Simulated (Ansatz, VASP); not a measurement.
## Au in VASP and in Ansatz

INCAR

```
SYSTEM = Au
PREC = Accurate ; ENCUT = 520
EDIFF = 1E-7 ; ISMEAR = 0
SIGMA = 0.15 ; LREAL = .False.
LASPH = .True. ; NELM = 60
ALGO = Normal ; ISIF = 2
LWAVE = .False. ; LCHARG = .False.
GGA = PE ; NBANDS = 12
```

KPOINTS

```
regular mesh
0
Gamma
  20 20 20
  0 0 0
```

POSCAR

```
Au
1.0
    0.0000000000      2.0455000000      1.8818600000
    2.0455000000      0.0000000000      1.8818600000
    2.0455000000      2.0455000000      0.0000000000
Au
1
Direct
    0.0000000000      0.0000000000      0.0000000000
```

Input for Ansatz:

```yaml
crystal:
  lattice:
    - [0.0, 2.0455, 1.88186]
    - [2.0455, 0.0, 1.88186]
    - [2.0455, 2.0455, 0.0]
  atoms:
    - { symbol: Au, position: [0.0, 0.0, 0.0] }
basis:
  ecutwfc: 420
kpoints:
  mp_grid: { grid: [20, 20, 20] }
hamiltonian:
  xc: pbe
scf:
  occupations: { method: gaussian, width: 0.15 }
output:
  forces: true
  stress: true
  eigenvalues: true
```

Change from the starting cell: strain +0.000 along x and y, -0.080 along z, atoms carried along.

Alike in both runs: task single point; functional PBE; k mesh 20 × 20 × 20; occupations gaussian, width 0.15 eV; no spin polarisation.

|  | VASP | Ansatz |
| --- | --- | --- |
| version | VASP 6.6.1 | Ansatz 0.2.0 |
| potentials or method | VASP PAW PBE potentials, release 64 (Au), cutoff 520 eV | scalar-relativistic, plane waves, PAW |
| valence electrons in the cell | 11 | 19 |

VASP gave:

```
gap on the k mesh at the Fermi level (eV)                     : none
pressure (GPa)                                                : 26.9
traceless stress, the component that is largest in VASP (GPa) : 1.50
```

Q: Estimate Ansatz's values.

A: gap on the k mesh at the Fermi level (eV): none; pressure (GPa): 27.4; traceless stress, the component that is largest in VASP (GPa): 1.49.

A gap of «none» marks a metal or a gap that the smearing closes. VASP's potentials hold 11 valence electrons a cell and Ansatz's 19, so a difference there can come from the potentials and not from the codes.

Neither program's run includes spin-orbit coupling.
